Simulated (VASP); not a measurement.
Input of a VASP 6.6.1 run:

INCAR

```
ALGO = Normal
EDIFF = 1E-6
ENCUT = 520
GGA = PS
ISIF = 2
ISMEAR = 0
ISPIN = 2
LASPH = True
LCHARG = False
LMAXMIX = 6
LORBIT = 11
LREAL = False
LWAVE = False
MAGMOM = -0.16 2.34 2.34 0 0
NBANDS = 42
NELM = 150
PREC = Accurate
SIGMA = 0.05
```

Contents of KPOINTS:

```
k-points
0
Gamma
  9 9 6
```

POSCAR

```
YbMn2As2
1.0
    3.8741403757      0.0000000000      0.0000000000
   -1.9370701879      3.3551039831      0.0000000000
    0.0000000000      0.0000000000      6.6822585581
Yb Mn As
1 2 2
Direct
    0.0000000000      0.0000000000      0.0000000000
    0.3333333333      0.6666666667      0.6166050736
    0.6666666667      0.3333333333      0.3833949264
    0.3333333333      0.6666666667      0.2625181094
    0.6666666667      0.3333333333      0.7374818906
```

Potentials or basis: VASP PAW PBE potentials, release 64 (Yb, Mn_pv, As).

Launch:

```console
$ cat potpaw_PBE.64/Yb/POTCAR potpaw_PBE.64/Mn_pv/POTCAR potpaw_PBE.64/As/POTCAR > POTCAR
$ mpirun -np 1 vasp_std > vasp.out
```

Question: What does it give for the net moment?

Answer: 4.29 μB per cell.

Question: What does it give for the pressure?

Answer: 1.4 GPa.

Question: Predict the site moments.

Answer: Yb -0.13; Mn +2.23; As -0.08 μB.

Question: What does it give for the largest force?

Answer: 0.029 eV/Å.

Forces on the atoms (eV/Å):
```
Yb   0.000  0.000  0.000
Mn   0.000  0.000  0.012
Mn   0.000  0.000 -0.012
As   0.000  0.000 -0.029
As   0.000  0.000  0.029
```

Caveat: the PAW data sets were made with another functional, which shifts forces and pressure a little.
